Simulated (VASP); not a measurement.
**P: single point with r2SCAN+D3(BJ)**

Crystal: P.

```
P
1.0
     2.35238    0.00000    0.00000
     0.00000    2.35238    0.00000
     0.00000    0.00000    2.35238
P
1
Cartesian
  0.0000 0.0000 0.0000
```

This isn't the form of P at room conditions, which is orthorhombic.

- Program: VASP 6.6.1
- Task: single point
- Functional: r2SCAN
- Dispersion: D3(BJ)
- Potentials or basis: VASP PAW PBE potentials, release 64 (P)
- Cutoff: 520 eV
- k mesh: 18 × 18 × 18
- Occupations: gaussian, width 0.05 eV
- Spin: no spin polarisation
- Dipole correction: no
- Further INCAR settings: ALGO = Normal; EDIFF = 1e-06; NBANDS = 8

```yaml
Pressure: 12.0 GPa
Band_gap_on_the_k_mesh: zero (an odd number of electrons rules out a gap without spin polarisation)
Dispersion_energy_per_atom: -0.254 eV
```

Levels at points of the mesh, in eV from the Fermi level:
```
           k point  band 1  band 2  band 3  band 4  band 5  band 6  band 7
(0.00, 0.00, 0.00)  -18.47    6.11    6.11    6.11    7.07    7.07   17.21
(0.50, 0.00, 0.00)  -13.33  -10.01    9.65    9.65    9.97   15.77   15.77
(0.50, 0.50, 0.00)   -7.57   -6.08   -6.08    0.67   13.04   18.69   18.69
(0.50, 0.50, 0.50)   -2.41   -2.41   -2.41    0.11    4.73    4.73    4.73
```

Run time: 72 s on 1 thread of Intel(R) Xeon(R) Platinum 8259CL CPU @ 2.50GHz (Skylake/Cascade Lake) (shared host), peak memory 0.13 GiB.

Caveat: the cell stands under pressure; the PAW data sets were made with another functional, which shifts forces and pressure a little.
